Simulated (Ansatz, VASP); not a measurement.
One calculation of Ta4O, two programs

```
Ta O
1.0
     3.25750    0.00000    0.00000
     0.00000    3.25750    0.00000
     0.00000    0.00000    7.40934
Ta O
4 1
Direct
  0.00000 0.00000 0.50000
  0.50000 0.50000 0.78316
  0.50000 0.50000 0.21684
  0.00000 0.00000 0.00000
  0.50000 0.50000 0.50000
```

Alike in both runs: task relaxation of cell and atoms; functional PBE; dispersion D3(BJ); k mesh 12 × 12 × 6; occupations gaussian, width 0.1 eV; no spin polarisation.

|  | VASP | Ansatz |
| --- | --- | --- |
| version | VASP 6.6.1 | Ansatz 0.2.0 |
| potentials or method | VASP PAW PBE potentials, release 64 (Ta_pv, O), cutoff 600 eV | scalar-relativistic, plane waves, PAW |
| valence electrons in the cell | 50 | 58 |

Ansatz gave:

```
gap on the k mesh at the Fermi level, each at its own relaxed structure (eV) : none
relaxed volume (Å³/atom)                                                     : 15.25
relaxed length of the cell vector where the two differ most in proportion (Å)              : 7.354
```

Question: What did VASP give for the same quantities?

Answer: gap on the k mesh at the Fermi level, each at its own relaxed structure (eV): none; relaxed volume (Å³/atom): 15.26; relaxed length of the cell vector where the two differ most in proportion (Å): 7.357.

A gap of «none» marks a metal or a gap that the smearing closes. VASP's potentials hold 50 valence electrons a cell and Ansatz's 58, so a difference there can come from the potentials and not from the codes.

Neither program's run includes spin-orbit coupling.
